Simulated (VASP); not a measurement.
A run of VASP 6.6.1 is set up as follows.

Contents of INCAR:

```
SYSTEM = TaN
  ALGO = Normal
  EDIFF = 1E-6
  ENCUT = 1330
  GGA_COMPAT = .False.
  ISIF = 2
  ISMEAR = 0
  LASPH = .True.
  LCHARG = .False.
  LREAL = .False.
  LWAVE = .False.
  NBANDS = 16
  NELM = 120
  PREC = Accurate
  SIGMA = 0.15
```

File KPOINTS:

```
k-points
0
Gamma
  5 5 5
  0 0 0
```

The input POSCAR:

```
TaN
1.0
    2.9380000000      0.0000000000      0.0000000000
   -1.4690000000      2.5443826400      0.0000000000
    0.0000000000      0.0000000000      2.8830000000
Ta N
1 1
Direct
    0.3333333333      0.6666666667      0.5000000000
    0.0000000000      0.0000000000      0.0000000000
```

Potentials or basis: VASP PAW LDA potentials, release 64 (Ta_sv_GW, N_h).

Run with:

```console
$ cat potpaw_LDA.64/Ta_sv_GW/POTCAR potpaw_LDA.64/N_h/POTCAR > POTCAR
$ mpirun -np 1 vasp_std > vasp.out
```

Task: Predict the band gap on the k mesh.

Result: Zero (filled and empty bands touch).

Task: Estimate the pressure.

Result: -10.3 GPa.

Stress tensor (GPa, compression positive):
```
 -9.87   0.00   0.00
  0.00  -9.87   0.00
  0.00   0.00 -11.27
```

Caveat: the k points lie up to 0.49 Å⁻¹ apart; spin-orbit coupling is left out, which moves the levels of the heavy elements.
